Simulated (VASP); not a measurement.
TaC:

```
Ta C
1.0
     0.00000    2.22700    2.22700
     2.22700    0.00000    2.22700
     2.22700    2.22700    0.00000
Ta C
1 1
Cartesian
  0.0000 0.0000 0.0000
  2.2270 2.2270 2.2270
```

* Program: VASP 6.6.1
* Task: relaxation of cell and atoms
* Functional: PBE
* Potentials or basis: VASP PAW PBE potentials, release 64 (Ta_pv, C)
* Cutoff: 600 eV
* k mesh: 16 × 16 × 16
* Occupations: gaussian, width 0.1 eV
* Spin: no spin polarisation

At the start: pressure 5.4 GPa; volume 11.04 Å³/atom.

How do energy, volume and symmetry change on relaxing?

Over 3 steps the energy falls by 3.0 meV/atom and the volume is 11.23 Å³/atom (+1.6 %); space group Fm-3m (No. 225, to 0.05 Å).

The path:
| step | energy change (eV) | largest force (eV/Å) | pressure (GPa) | volume (Å³) |
| --- | --- | --- | --- | --- |
| 1 | 0.0000 | 0.0000 | 5.44 | 22.09 |
| 2 | 0.0253 | 0.0000 | -11.26 | 23.31 |
| 3 | -0.0060 | 0.0000 | -0.06 | 22.45 |

Final structure:
```yaml
crystal:
  lattice:
    - [0.00000, 2.23917, 2.23917]
    - [2.23917, 0.00000, 2.23917]
    - [2.23917, 2.23917, 0.00000]
  atoms:
    - { symbol: Ta, position: [0.00000, 0.00000, 0.00000] }
    - { symbol: C, position: [0.50000, 0.50000, 0.50000] }
```
